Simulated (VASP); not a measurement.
**PtS2: single point with r2SCAN**

PtS2:

```
CELL_PARAMETERS angstrom
1.76444 1.01870 5.52305
-1.76444 1.01870 5.52305
0.00000 -2.03740 5.52305
ATOMIC_POSITIONS crystal
Pt 0.00000 0.00000 0.00000
S 0.25830 0.25830 0.25830
S 0.74170 0.74170 0.74170
```

- Program: VASP 6.6.1
- Task: single point
- Functional: r2SCAN
- Potentials or basis: VASP PAW PBE potentials, release 64 (Pt, S)
- Cutoff: 520 eV
- k mesh: 8 × 8 × 8
- Occupations: gaussian, width 0.01 eV
- Spin: no spin polarisation
- Dipole correction: no
- Further INCAR settings: ALGO = Normal; EDIFF = 1e-06; NBANDS = 18

```json
{"Pressure": "1.1 GPa", "Largest force": "0.047 eV/Å", "Band gap on the k mesh": "1.21 eV, indirect (least direct gap 1.42 eV)"}
```

Forces in eV/Å, atoms in the order of the input:
```
Pt   0.000  0.000  0.000
S    0.000  0.000  0.047
S    0.000  0.000 -0.047
```

Stress tensor (GPa, compression positive):
```
1.14 0.00 0.00
0.00 1.14 0.00
0.00 0.00 1.04
```

Levels at points of the mesh, in eV from the valence-band top:
```
           k point  band 7  band 8  band 9  band 10  band 11  band 12  band 13  band 14  band 15  band 16
(0.00, 0.00, 0.00)   -3.50   -1.59   -0.63    -0.63    -0.08     2.94     2.94     5.96     6.30     8.77
(0.50, 0.00, 0.00)   -2.77   -2.65   -2.39    -2.24    -2.18     2.34     2.55     6.38     6.96     9.14
(0.50, 0.50, 0.00)   -2.77   -2.75   -2.59    -2.27    -1.66     3.00     3.08     4.76     6.58     9.44
(0.50, 0.50, 0.50)   -3.50   -2.05   -0.97    -0.77    -0.77     3.08     3.08     6.35     7.89     9.22
```

Run time: 13 min on 1 thread of AMD EPYC 7R43 64-Core Processor (Zen 3), with other jobs on the host, peak memory 0.35 GiB.

Caveat: the PAW data sets were made with another functional, which shifts forces and pressure a little; spin-orbit coupling is left out, which moves the levels of the heavy elements. A k mesh can miss the band edges.
